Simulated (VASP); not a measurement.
# WSe2 (R-3m) in VASP: settings compared

The runs below take WSe2 through single point, with PBE, r2SCAN.

All numbers are computed with VASP 6.6.1; they aren't measurements. Logs are shortened: lines on timing, memory, paths and dates and some standing lists are left out, and cuts for length are marked.

### 1 The cell of the first run

The structure is trigonal, space group R-3m (No. 166). Conventional cell: a = 3.287 Å, b = 3.287 Å, c = 19.492 Å, α = 90.00°, β = 90.00°, γ = 120.00°. Within 3.4 Å of W (site symmetry -3m) lie 6 Se at 2.55 Å and 6 W at 3.29 Å. Se (site symmetry 3m) has 3 W at 2.55 Å and 6 Se at 3.29 Å within 3.4 Å.

### 2 Single point, PBE

Input file INCAR:

```
SYSTEM = WSe2
PREC = Accurate ; ENCUT = 520
EDIFF = 1E-6 ; ISMEAR = -1
SIGMA = 0.02 ; LREAL = .FALSE.
LASPH = .TRUE. ; NELM = 60
ALGO = Normal ; ISIF = 2
LWAVE = .FALSE. ; LCHARG = .FALSE.
GGA = PE ; NBANDS = 20
```

Input file KPOINTS:

```
Automatic mesh
0
G
  10 10 10
  0 0 0
```

Input file POSCAR:

```
WSe2
1.0
    1.6433003532      0.9487599013      6.4972669691
   -1.6433003532      0.9487599013      6.4972669691
    0.0000000000     -1.8975198026      6.4972669691
W Se
1 2
Direct
    0.0000000000      0.0000000000      0.0000000000
    0.2462563273      0.2462563273      0.2462563273
    0.7537436727      0.7537436727      0.7537436727
```

Potentials or basis: VASP PAW PBE potentials, release 64 (W_sv, Se).

Launch:

```
$ cat potpaw_PBE.64/W_sv/POTCAR potpaw_PBE.64/Se/POTCAR > POTCAR
$ mpirun -np 1 vasp_std > vasp.out
```

OUTCAR:

```text
SYSTEM = WSe2
   PREC = Accurate
   ENCUT = 520
   EDIFF = 1E-6
   ISMEAR = -1
   LREAL = .FALSE.
   LASPH = .TRUE.
   NELM = 60
   ISIF = 2
   GGA = PE

 ion  position               nearest neighbor table
   1  0.000  0.000  0.000-   3 2.55   3 2.55   2 2.55   2 2.55   3 2.55   2 2.55
   2  0.246  0.246  0.246-   1 2.55   1 2.55   1 2.55
   3  0.754  0.754  0.754-   1 2.55   1 2.55   1 2.55

  LATTYP: Found a trigonal (rhomboedric) cell.
 ALAT       =     6.7686822550
 COS(alpha) =     0.8821157898

  Lattice vectors:

 A1 = (   1.6433003532,   0.9487599013,   6.4972669691)
 A2 = (  -1.6433003532,   0.9487599013,   6.4972669691)
 A3 = (   0.0000000000,  -1.8975198026,   6.4972669691)

Analysis of symmetry for initial positions (statically):
=====================================================================
 Subroutine PRICEL returns:
 Original cell was already a primitive cell.

 Routine SETGRP: Setting up the symmetry group for a
 trigonal (rhombohedral) supercell.

 Subroutine GETGRP returns: Found 12 space group operations
 (whereof 12 operations were pure point group operations)
 out of a pool of 12 trial point group operations.

The static configuration has the point symmetry D_3d.

Analysis of symmetry for dynamics (positions and initial velocities):
=====================================================================
 Subroutine PRICEL returns:
 Original cell was already a primitive cell.

 Routine SETGRP: Setting up the symmetry group for a
 trigonal (rhombohedral) supercell.

 Subroutine GETGRP returns: Found 12 space group operations
 (whereof 12 operations were pure point group operations)
 out of a pool of 12 trial point group operations.

The dynamic configuration has the point symmetry D_3d.

 Subroutine INISYM returns: Found 12 space group operations
 (whereof 12 operations are pure point group operations),
 and found     1 'primitive' translations

----------------------------------------------------------------------------------------

                                     Primitive cell

  volume of cell :      60.7792

  direct lattice vectors                    reciprocal lattice vectors
     1.643300353  0.948759901  6.497266969     0.304265741  0.175667908  0.051303623
    -1.643300353  0.948759901  6.497266969    -0.304265741  0.175667908  0.051303623
     0.000000000 -1.897519803  6.497266969     0.000000000 -0.351335815  0.051303623

  length of vectors
     6.768682255  6.768682255  6.768682255     0.355061849  0.355061849  0.355061849

  position of ions in fractional coordinates (direct lattice)
     0.000000000  0.000000000  0.000000000
     0.246256327  0.246256327  0.246256327
     0.753743673  0.753743673  0.753743673

  ion indices of the primitive-cell ions
   primitive index   ion index
                 1           1
                 2           2
                 3           3

----------------------------------------------------------------------------------------

 KPOINTS: Automatic mesh

Automatic generation of k-mesh.
 Grid dimensions read from file:
 generate k-points for:   10   10   10

 Generating k-lattice:

  Cartesian coordinates                     Fractional coordinates (reciprocal lattice)
     0.030426574  0.017566791  0.005130362     0.100000000 -0.000000000  0.000000000
    -0.030426574  0.017566791  0.005130362    -0.000000000  0.100000000  0.000000000
     0.000000000 -0.035133582  0.005130362     0.000000000  0.000000000  0.100000000

  Length of vectors
     0.035506185  0.035506185  0.035506185

  Shift w.r.t. Gamma in fractional coordinates (k-lattice)
     0.000000000  0.000000000  0.000000000

 Subroutine IBZKPT returns following result:
 ===========================================

 Found    116 irreducible k-points:

 Following reciprocal coordinates:
            Coordinates               Weight
  0.000000  0.000000  0.000000      1.000000
  0.100000 -0.000000  0.000000      6.000000
  0.200000 -0.000000  0.000000      6.000000
  0.300000  0.000000 -0.000000      6.000000
  0.400000  0.000000 -0.000000      6.000000
  0.500000  0.000000 -0.000000      3.000000
[... 16 lines left out ...]
  0.300000  0.300000 -0.000000      6.000000
  0.400000  0.300000 -0.000000     12.000000
 [... further k-points ...]
   k-points           NKPTS =    116   k-points in BZ     NKDIM =    116   number of bands    NBANDS=     20
   number of dos      NEDOS =    301   number of ions     NIONS =      3
   total plane-waves  NPLWV = 125000
   dimension x,y,z NGX =    50 NGY =   50 NGZ =   50
   dimension x,y,z NGXF=   100 NGYF=  100 NGZF=  100
   ions per type =               1   2
   NGX,Y,Z   is equivalent  to a cutoff of  12.28, 12.28, 12.28 a.u.
   NGXF,Y,Z  is equivalent  to a cutoff of  24.56, 24.56, 24.56 a.u.
 SYSTEM =  WSe2
   PREC   = accura    normal or accurate (medium, high low for compatibility)
   ISTART =      0    job   : 0-new  1-cont  2-samecut
   ICHARG =      2    charge: 1-file 2-atom 10-const
   ISPIN  =      1    spin polarized calculation?
   LNONCOLLINEAR =      F non collinear calculations
   LSORBIT =      F    spin-orbit coupling
   LASPH  =      T    aspherical Exc in radial PAW
   ENCUT  =  520.0 eV  38.22 Ry    6.18 a.u.  12.59 12.59 12.59*2*pi/ulx,y,z
   NELM   =     60;   NELMIN=  2; NELMDL= -5     # of ELM steps
   EDIFF  = 0.1E-05   stopping-criterion for ELM
   LREAL  =      F    real-space projection
   EDIFFG = 0.1E-04   stopping-criterion for IOM
   NSW    =      0    number of steps for IOM
   IBRION =     -1    ionic relax: 0-MD 1-quasi-New 2-CG
   NFREE  =      0    steps in history (QN), initial steepest desc. (CG)
   ISIF   =      2    stress and relaxation
   ISYM   =      2    0-nonsym 1-usesym 2-fastsym
   POTIM  = 0.5000    time-step for ionic-motion
   TEBEG  =    0.0;   TEEND  =   0.0 temperature during run
   PSTRESS=    0.0 pullay stress
   NELECT =      26.0000    total number of electrons
   NUPDOWN=      -1.0000    fix difference up-down
   EMIN   =  10.00;   EMAX   =-10.00  energy-range for DOS
   EFERMI =   0.00;   METHOD = LEGACY
   ISMEAR =    -1;   SIGMA  =   0.02  broadening in eV -4-tet -1-fermi 0-gaus
   EFERMI_NEDOS =   21; number of points for ismear=-14 and -15
   IALGO  =     38    algorithm
   IMIX   =      4    mixing-type and parameters
     AMIX     =   0.40;   BMIX     =  1.00
     AMIX_MAG =   1.60;   BMIX_MAG =  1.00
  volume/ion in A,a.u.               =      20.26       136.72
  Fermi-wavevector in a.u.,A,eV,Ry     =   1.233524  2.331022 20.702366  1.521581
  Thomas-Fermi vector in A             =   2.368251
   LORBIT       =      0    0 simple, 1 ext, 2 COOP (PROOUT), +10 PAW based schemes
   GGA     = PE    functional components
   LHFCALC =     F    Hartree Fock is set to
   AEXX    =    0.0000 exact exchange contribution
   IVDW    =     0    specifies the selected vdW correction
   LEPSILON=     F    determine dielectric tensor
   LRPA    =     F    only Hartree local field effects (RPA)
 non-spin polarized calculation
  energy-cutoff  :      520.00
  volume of cell :       60.78
 maximum number of plane-waves:      1658
   NGX = 25   NGY = 25   NGZ = 25

 number of electron      26.0000003 magnetization

 Free energy of the ion-electron system (eV)
  ---------------------------------------------------
  ext. energy  EPLUGINS =         0.00000000
  ---------------------------------------------------
  free energy    TOTEN  =       -20.83864978 eV

  energy without entropy =      -20.83745562  energy(sigma->0) =      -20.83805270

 E-fermi :   6.7829     XC(G=0): -10.7921

 val. band max:        6.7821536090   @ k =  -0.4000   0.3000  -0.0000
 cond. band min:       6.8017299790   @ k =   0.4000   0.3000   0.1000
 fundamental gap:      0.0195763700
 Fermi energy:         6.7828986470

 k-point     1 :       0.0000    0.0000    0.0000
  band No.  band energies     occupation
      1     -68.0691      2.00000
      2     -32.2432      2.00000
      3     -32.2249      2.00000
      4     -32.2249      2.00000
      5      -8.9403      2.00000
      6      -7.4587      2.00000
[... 12 lines left out ...]
     19      12.4873      0.00000
     20      16.1391      0.00000

 k-point     2 :       0.1000   -0.0000    0.0000
  band No.  band energies     occupation
      1     -68.0681      2.00000
      2     -32.2475      2.00000
      3     -32.2389      2.00000
      4     -32.2302      2.00000
      5      -8.7812      2.00000
      6      -7.4017      2.00000
[... 12 lines left out ...]
     19      13.3488      0.00000
     20      15.4450      0.00000

 k-point     3 :       0.2000   -0.0000    0.0000
  band No.  band energies     occupation
      1     -68.0655      2.00000
      2     -32.3061      2.00000
      3     -32.2441      2.00000
      4     -32.2277      2.00000
      5      -8.3341      2.00000
      6      -7.2379      2.00000
[... 12 lines left out ...]
     19      13.9200      0.00000
     20      15.7059      0.00000

 k-point     4 :       0.3000    0.0000   -0.0000
  band No.  band energies     occupation
      1     -68.0623      2.00000
      2     -32.3777      2.00000
      3     -32.2612      2.00000
      4     -32.2137      2.00000
      5      -7.7137      2.00000
      6      -6.9799      2.00000
[... 12 lines left out ...]
     19      13.2220      0.00000
     20      15.0179      0.00000

 k-point     5 :       0.4000    0.0000   -0.0000
  band No.  band energies     occupation
      1     -68.0597      2.00000
      2     -32.4349      2.00000
      3     -32.2750      2.00000
      4     -32.2025      2.00000
      5      -7.2079      2.00000
      6      -6.6105      2.00000
[... 12 lines left out ...]
     19      12.2390      0.00000
     20      13.2800      0.00000
[... 353 lines left out ...]
      6      -6.6265      2.00000
[... 12 lines left out ...]
     19      13.2899      0.00000
     20      14.6719      0.00000

 k-point    22 :      -0.2000    0.2000    0.0000
  band No.  band energies     occupation
      1     -68.0608      2.00000
      2     -32.3895      2.00000
      3     -32.2906      2.00000
      4     -32.2073      2.00000
      5      -7.3629      2.00000
      6      -6.8808      2.00000
[... 12 lines left out ...]
     19      14.1944      0.00000
     20      15.0936      0.00000

 k-point    23 :       0.3000    0.3000   -0.0000
  band No.  band energies     occupation
      1     -68.0622      2.00000
      2     -32.3777      2.00000
      3     -32.2612      2.00000
      4     -32.2138      2.00000
      5      -7.6158      2.00000
      6      -7.1048      2.00000
[... 12 lines left out ...]
     19      13.1000      0.00000
     20      14.5277      0.00000

 k-point    24 :       0.4000    0.3000   -0.0000
  band No.  band energies     occupation
      1     -68.0604      2.00000
      2     -32.4077      2.00000
      3     -32.2806      2.00000
      4     -32.2060      2.00000
      5      -7.1856      2.00000
      6      -6.9594      2.00000
[... 12 lines left out ...]
     19      13.1223      0.00000
     20      14.6004      0.00000

 [... further k-points ...]

------------------------ aborting loop because EDIFF is reached ----------------------------------------

  FORCE on cell =-STRESS in cart. coord.  units (eV):
  Direction    XX          YY          ZZ          XY          YZ          ZX
  --------------------------------------------------------------------------------------
  -------------------------------------------------------------------------------------
  Total        1.0261930      1.0261930      1.9489412      0.0000000     -0.0000000      0.0000000
  in kB       27.0510679     27.0510679     51.3752652      0.0000000     -0.0000000      0.0000000
  external PRESSURE =      35.1591337 kB  Pullay stress =       0.0000000 kB

 VOLUME and BASIS-vectors are now :
 -----------------------------------------------------------------------------
  energy-cutoff  :      520.00
  volume of cell :       60.78
      direct lattice vectors                 reciprocal lattice vectors
     1.643300353  0.948759901  6.497266969     0.304265741  0.175667908  0.051303623
    -1.643300353  0.948759901  6.497266969    -0.304265741  0.175667908  0.051303623
     0.000000000 -1.897519803  6.497266969     0.000000000 -0.351335815  0.051303623

 POSITION                                       TOTAL-FORCE (eV/Angst)
 -----------------------------------------------------------------------------------
      0.00000      0.00000      0.00000         0.000000     -0.000000     -0.000000
      0.00000      0.00000      4.79998        -0.000000      0.000000     -0.356737
      0.00000      0.00000     14.69182        -0.000000      0.000000      0.356737
 -----------------------------------------------------------------------------------
    total drift:                                0.000000     -0.000000     -0.000000

  FREE ENERGIE OF THE ION-ELECTRON SYSTEM (eV)
  ---------------------------------------------------
  free  energy   TOTEN  =       -20.8386497816 eV

  energy  without entropy=      -20.8374556162  energy(sigma->0) =      -20.83805270
```

Wall time 5.7 min (1 thread of Intel Xeon Platinum 8259CL at 2.50GHz (Skylake/Cascade Lake), shared host); peak memory 0.41 GiB.

Results:

* Free energy: -20.8386 eV
* Pressure: 3.5 GPa
* Largest force: 0.357 eV/Å
* Band gap on the k mesh: zero (bands 13 and 14 overlap by 0.43 eV)

Forces on the atoms (eV/Å):
```
W    0.000  0.000  0.000
Se   0.000  0.000 -0.357
Se   0.000  0.000  0.357
```

Caveat: the cell stands under pressure; spin-orbit coupling is left out, which moves the levels of the heavy elements.

### 3 Single point, r2SCAN

POSCAR is that of step 2.

Input file INCAR.step1:

```
ALGO     = Normal         # electronic algorithm
EDIFF    = 1E-4           # SCF threshold, eV
ENCUT    = 520            # plane-wave cutoff, eV
GGA      = PE             # functional
ISMEAR   = -1             # smearing method
LASPH    = T              # aspherical terms in the spheres
LCHARG   = F              # write CHGCAR
LREAL    = F              # projectors in reciprocal space
LWAVE    = T              # write WAVECAR
NBANDS   = 20             # bands
NELM     = 100            # most SCF steps
PREC     = Accurate       # precision mode
SIGMA    = 0.02           # smearing width, eV
```

Input file INCAR.step2:

```
ALGO     = Normal         # electronic algorithm
EDIFF    = 1E-7           # SCF threshold, eV
ENCUT    = 520            # plane-wave cutoff, eV
ISIF     = 2              # what is computed and relaxed
ISMEAR   = -1             # smearing method
ISTART   = 1            
LASPH    = T              # aspherical terms in the spheres
LCHARG   = F              # write CHGCAR
LMIXTAU  = T            
LREAL    = F              # projectors in reciprocal space
LWAVE    = F              # write WAVECAR
METAGGA  = R2SCAN         # meta-GGA
NBANDS   = 20             # bands
NELM     = 100            # most SCF steps
PREC     = Accurate       # precision mode
SIGMA    = 0.02           # smearing width, eV
```

Input file KPOINTS:

```
k-points
0
Gamma
  10 10 10
```

Potentials or basis: VASP PAW PBE potentials, release 64 (W_sv, Se).

Launch:

```
$ cat potpaw_PBE.64/W_sv/POTCAR potpaw_PBE.64/Se/POTCAR > POTCAR
$ cp INCAR.step1 INCAR
$ mpirun -np 1 vasp_std > vasp.out
$ cp INCAR.step2 INCAR
$ mpirun -np 1 vasp_std > vasp.out
```

It took 24 min on 1 thread of Intel Xeon Platinum 8259CL at 2.50GHz (Skylake/Cascade Lake), shared host; peak memory 0.48 GiB.

Results (log left out):

```yaml
Free_energy: -80.9517 eV
Pressure: 1.7 GPa
Largest_force: 0.043 eV/Å
Band_gap_on_the_k_mesh: zero (bands 13 and 14 overlap by 0.50 eV)
```

Forces in eV/Å, atoms in the order of the input:
```
W    0.000  0.000  0.000
Se   0.000  0.000  0.043
Se   0.000  0.000 -0.043
```

Stress tensor (GPa, compression positive):
```
1.88 0.00 0.00
0.00 1.88 0.00
0.00 0.00 1.31
```

Levels at points of the mesh, in eV from the Fermi level:
| k point | band 11 | band 12 | band 13 | band 14 | band 15 | band 16 |
| --- | --- | --- | --- | --- | --- | --- |
| (0.00, 0.00, 0.00) | -1.73 | -0.80 | -0.80 | 0.11 | 0.11 | 3.48 |
| (0.50, 0.00, 0.00) | -3.38 | -2.27 | -1.59 | 1.52 | 2.20 | 3.36 |
| (0.50, 0.50, 0.00) | -3.40 | -2.56 | -1.88 | 1.52 | 1.87 | 3.66 |
| (0.50, 0.50, 0.50) | -0.78 | -0.78 | -0.57 | -0.04 | -0.04 | 3.64 |

Caveat: the PAW data sets were made with another functional, which shifts forces and pressure a little; spin-orbit coupling is left out, which moves the levels of the heavy elements.
